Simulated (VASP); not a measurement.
**SiSn5: single point with PBE**

Crystal: SiSn5.

```
CELL_PARAMETERS angstrom
6.11652 0.00000 0.00000
-3.05826 5.29706 0.00000
0.00000 0.00000 5.45983
ATOMIC_POSITIONS crystal
Si 0.00000 0.00000 0.00000
Sn 0.33333 0.66667 0.00000
Sn 0.66667 0.33333 0.00000
Sn 0.50000 0.00000 0.50000
Sn 0.50000 0.50000 0.50000
Sn 0.00000 0.50000 0.50000
```

The cell was built from a structure type or drawn by symmetry, and may not be a known phase.

```
Program                : VASP 6.6.1
Task                   : single point
Functional             : PBE
Potentials or basis    : VASP PAW PBE potentials, release 64 (Si, Sn_d)
Cutoff                 : 520 eV
k mesh                 : 3 × 3 × 4
Occupations            : gaussian, width 0.1 eV
Spin                   : no spin polarisation
Dipole correction      : no
Further INCAR settings : ALGO = Fast; EDIFF = 1e-07; NBANDS = 46
```

The pressure is 0.0 GPa and the band gap on the k mesh is zero (bands 37 and 38 overlap by 1.72 eV).

Stress tensor (GPa, compression positive):
```
 0.06  0.00  0.00
 0.00  0.06  0.00
 0.00  0.00 -0.06
```

Levels at points of the mesh, in eV from the Fermi level:
```tsv
k point	band 35	band 36	band 37	band 38	band 39	band 40
(0.00, 0.00, 0.00)	-2.14	-0.02	-0.02	0.15	0.38	0.38
(0.00, 0.00, 0.50)	-1.80	-1.80	-1.62	-1.62	-0.32	1.46
```

Run time: 58 s on 1 thread of Intel(R) Xeon(R) Platinum 8488C (Sapphire Rapids), with other jobs on the host, peak memory 0.32 GiB.

Caveat: the k points lie up to 0.40 Å⁻¹ apart, too coarse for converged energies and pressures of a metal; spin-orbit coupling is left out, which moves the levels of the heavy elements.
